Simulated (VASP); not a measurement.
Write the native input for VASP 6.6.1 that does the following.

- Task: single point
- Functional: PBE
- Potentials or basis: VASP PAW PBE potentials, release 64 (Ba_sv, Te)
- Cutoff: 520 eV
- k mesh: 6 × 6 × 6
- Occupations: gaussian, width 0.05 eV
- Spin: no spin polarisation
- Dipole correction: no
- Further INCAR settings: ALGO = Normal; EDIFF = 1e-06; NBANDS = 15

The structure of BaTe lies in POSCAR:

```
BaTe
1.0
    4.1559043500      0.0000000000      0.0000000000
    0.0000000000      4.1559043500      0.0000000000
    0.0000000000      0.0000000000      4.2624660000
Ba Te
1 1
Direct
    0.0000000000      0.0000000000      0.0000000000
    0.5000000000      0.5000000000      0.5000000000
```

This cell differs from its parent crystal: strain -0.025 along x and y, +0.000 along z.

These files were run (other wordings do the same):

INCAR

```
PREC = Accurate
ENCUT = 520
EDIFF = 1E-6
ISMEAR = 0
SIGMA = 0.05
LREAL = False
LASPH = True
NELM = 80
ALGO = Normal
ISIF = 2
LWAVE = False
LCHARG = False
GGA = PE
NBANDS = 15
```

KPOINTS

```
regular mesh
0
Gamma
  6 6 6
```

Potentials or basis: VASP PAW PBE potentials, release 64 (Ba_sv, Te).

The run is started by

```console
$ cat potpaw_PBE.64/Ba_sv/POTCAR potpaw_PBE.64/Te/POTCAR > POTCAR
$ mpirun -np 1 vasp_std > vasp.out
```

It gave:

```json
{
 "Pressure": "1.9 GPa",
 "Band gap on the k mesh": "0.57 eV, indirect (least direct gap 0.83 eV)"
}
```

Caveat: the cell differs from its parent crystal (strain -0.025 along x and y, +0.000 along z); spin-orbit coupling is left out, which moves the levels of the heavy elements.

Wall time 12 s on 1 thread of Intel(R) Xeon(R) 6975P-C (Granite Rapids) (shared host), peak memory 0.2 GiB.
